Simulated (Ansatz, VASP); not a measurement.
# PbS in VASP and in Ansatz

```xyz
2
Lattice="0.0000 3.0391 3.1132 3.0391 0.0000 3.1132 3.0391 3.0391 0.0000" Properties=species:S:1:pos:R:3 pbc="T T T"
Pb    0.0000    0.0000    0.0000
S     3.0391    3.0391    3.1132
```

Change from the starting cell: strain +0.025 along x and y, +0.050 along z, atoms carried along.

Alike in both runs: task single point; functional r2SCAN; k mesh 8 × 8 × 8; occupations gaussian, width 0.05 eV; no spin polarisation.

|  | VASP | Ansatz |
| --- | --- | --- |
| version | VASP 6.6.1 | Ansatz 0.2.0 |
| potentials or method | VASP PAW PBE potentials, release 64 (Pb_d, S), cutoff 550 eV | scalar-relativistic, plane waves, PAW |
| valence electrons in the cell | 20 | 20 |

Ansatz gave:

| Quantity | Value |
| --- | --- |
| gap on the k mesh at the Fermi level (eV) | 0.92 |
| least direct gap on the mesh (eV) | 0.92 |
| pressure (GPa) | -3.7 |
| traceless stress, the component that is largest in VASP (GPa) | -1.23 |

Estimate VASP's values.

gap on the k mesh at the Fermi level (eV): 0.93; least direct gap on the mesh (eV): 0.93; pressure (GPa): -3.7; traceless stress, the component that is largest in VASP (GPa): -1.24.

VASP's potentials were made for PBE, not for r2SCAN.

Spin-orbit coupling is off throughout.
